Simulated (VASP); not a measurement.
**Ti3SiO8: single point with r2SCAN**

Ti3SiO8:

```
CELL_PARAMETERS angstrom
3.63881 0.00000 0.00000
0.00000 5.87816 0.00000
0.00000 0.00000 6.04757
ATOMIC_POSITIONS crystal
Ti 0.00000 0.74731 0.07036
Ti 0.50000 0.00000 0.44921
Ti 0.00000 0.25269 0.07036
O 0.50000 0.72641 0.58571
O 0.50000 0.72518 0.18041
O 0.00000 0.00000 0.33034
O 0.00000 0.00000 0.89663
O 0.50000 0.27359 0.58571
O 0.50000 0.27482 0.18041
O 0.00000 0.50000 0.34142
O 0.00000 0.50000 0.89722
Si 0.50000 0.50000 0.41224
```

* Program: VASP 6.6.1
* Task: single point
* Functional: r2SCAN
* Potentials or basis: VASP PAW PBE potentials, release 64 (Ti_sv, O, Si)
* Cutoff: 520 eV
* k mesh: 8 × 4 × 4
* Occupations: gaussian, width 0.01 eV
* Spin: no spin polarisation
* Dipole correction: no
* Further INCAR settings: ALGO = Normal; EDIFF = 1e-07; NBANDS = 56

```
Pressure               : 1.2 GPa
Largest force          : 0.192 eV/Å
Band gap on the k mesh : 3.32 eV (least direct gap 3.48 eV)
```

Forces in eV/Å, atoms in the order of the input:
```
Ti   0.000  0.035  0.089
Ti   0.000  0.000 -0.051
Ti   0.000 -0.035  0.089
O    0.000 -0.075  0.095
O    0.000 -0.008  0.026
O    0.000  0.000 -0.028
O    0.000  0.000 -0.161
O    0.000  0.075  0.095
O    0.000  0.008  0.026
O    0.000  0.000  0.006
O    0.000  0.000 -0.192
Si   0.000  0.000  0.005
```

Stress tensor (GPa, compression positive):
```
0.94 0.00 0.00
0.00 1.76 0.00
0.00 0.00 0.78
```

Levels at points of the mesh, in eV from the valence-band top:
```
           k point  band 41  band 42  band 43  band 44  band 45  band 46  band 47  band 48
(0.00, 0.00, 0.00)    -0.69    -0.52    -0.21    -0.13     3.60     3.96     4.30     4.52
(0.50, 0.00, 0.00)    -0.87    -0.58    -0.52    -0.22     3.36     3.68     3.99     4.15
(0.00, 0.50, 0.00)    -1.08    -0.78    -0.48    -0.30     3.73     4.06     4.11     4.39
(0.50, 0.50, 0.00)    -0.67    -0.57    -0.35    -0.34     3.32     3.77     3.83     4.14
(0.00, 0.00, 0.50)    -1.03    -0.42    -0.41    -0.13     3.61     4.13     4.27     4.46
(0.50, 0.00, 0.50)    -0.46    -0.26    -0.24    -0.03     3.49     3.76     3.93     4.09
(0.00, 0.50, 0.50)    -1.02    -0.90    -0.65    -0.57     3.70     3.92     4.29     4.35
(0.50, 0.50, 0.50)    -0.70    -0.34    -0.32    -0.20     3.43     3.78     3.90     4.13
```

Run time: 33 min on 1 thread of Intel(R) Xeon(R) Platinum 8488C (Sapphire Rapids), on a shared host, peak memory 0.42 GiB.

Caveat: the PAW data sets were made with another functional, which shifts forces and pressure a little. A k mesh can miss the band edges.
